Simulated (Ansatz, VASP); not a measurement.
SiO2 in VASP and in Ansatz

Contents of INCAR:

```
SYSTEM = SiO2
  ALGO = Normal
  EDIFF = 1E-6
  ENCUT = 520
  GGA = PE
  ISIF = 2
  ISMEAR = 0
  LASPH = .TRUE.
  LCHARG = .TRUE.
  LELF = .TRUE.
  LREAL = .FALSE.
  LVHAR = .TRUE.
  LWAVE = .FALSE.
  NBANDS = 25
  NELM = 80
  PREC = Accurate
  SIGMA = 0.02
```

KPOINTS

```
k-points
0
G
  6 6 6
  0 0 0
```

Contents of POSCAR:

```
SiO2
1.0
   -2.5131486988      2.5131486988      3.6858705117
    2.5131486988     -2.5131486988      3.6858705117
    2.5131486988      2.5131486988     -3.6858705117
Si O
2 4
Direct
    0.0000000000      0.0000000000      0.0000000000
    0.7500000000      0.2500000000      0.5000000000
    0.3750000000      0.2174786090      0.3424786090
    0.9674786090      0.6250000000      0.8424786090
    0.7825213910      0.1250000000      0.1575213910
    0.8750000000      0.0325213910      0.6575213910
```

Input for Ansatz:

```yaml
crystal:
  lattice:
    - [-2.5131486988, 2.5131486988, 3.6858705117]
    - [2.5131486988, -2.5131486988, 3.6858705117]
    - [2.5131486988, 2.5131486988, -3.6858705117]
  atoms:
    - { symbol: Si, position: [0.0, 0.0, 0.0] }
    - { symbol: Si, position: [0.75, 0.25, 0.5] }
    - { symbol: O, position: [0.375, 0.217478609, 0.342478609] }
    - { symbol: O, position: [0.967478609, 0.625, 0.842478609] }
    - { symbol: O, position: [0.782521391, 0.125, 0.157521391] }
    - { symbol: O, position: [0.875, 0.032521391, 0.657521391] }
basis:
  ecutwfc: 420
  xc_grid: 2
kpoints:
  mp_grid: { grid: [6, 6, 6] }
  band_path: { path: [VBM, CBM], npoints: 2 }
hamiltonian:
  xc: pbe
scf:
  occupations: { method: gaussian, width: 0.02 }
output:
  forces: true
  stress: true
  eigenvalues: true
```

Alike in both runs: task single point; functional PBE; k mesh 6 × 6 × 6; occupations gaussian, width 0.02 eV; no spin polarisation.

|  | VASP | Ansatz |
| --- | --- | --- |
| version | VASP 6.6.1 | Ansatz 0.2.0 |
| potentials or method | VASP PAW PBE potentials, release 64 (Si, O), cutoff 520 eV | scalar-relativistic, plane waves, PAW |
| valence electrons in the cell | 32 | 32 |

```tsv
	VASP	Ansatz	Ansatz less VASP
gap on the k mesh at the Fermi level (eV)	5.74	5.74	+0.001
least direct gap on the mesh (eV)	5.74	5.74	+0.001
pressure (GPa)	0.1	0.0	-0.09
rms of the force components (eV/Å)	0.003	0.001	-0.0019
```

Atom by atom the forces differ by 0.002 eV/Å (rms over components).
